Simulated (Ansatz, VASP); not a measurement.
# Two plane-wave programs on BeTe

```xyz
2
Lattice="0.0000 2.8288 2.8288 2.8288 0.0000 2.8288 2.8288 2.8288 0.0000" Properties=species:S:1:pos:R:3 pbc="T T T"
Be    0.0000    0.0000    0.0000
Te    1.4144    1.4144    1.4144
```

Alike in both runs: functional r2SCAN; k mesh 8 × 8 × 8; occupations gaussian, width 0.02 eV; no spin polarisation.

Ansatz relaxed the structure, and its values are those at the end. VASP's run is a single point on that final structure, the one shown.

```csv
,VASP,Ansatz
version,VASP 6.6.1,Ansatz 0.2.0
potentials or method,"VASP PAW PBE potentials, release 64 (Be, Te), cutoff 660 eV","scalar-relativistic, plane waves, PAW"
valence electrons in the cell,8,18
```

VASP gave:

```
gap on the k mesh at the Fermi level (eV) : 2.37
least direct gap on the mesh (eV)         : 4.03
pressure (GPa)                            : 0.2
```

**Question.** Estimate Ansatz's values.

**Answer.** gap on the k mesh at the Fermi level (eV): 2.38; least direct gap on the mesh (eV): 4.04; pressure (GPa): 0.0.

VASP's potentials were made for PBE, not for r2SCAN. With one functional, cell and mesh, what is left measures potentials, basis and numerics. VASP's potentials hold 8 valence electrons a cell and Ansatz's 18, so a difference there can come from the potentials and not from the codes.

Spin-orbit coupling is off throughout.
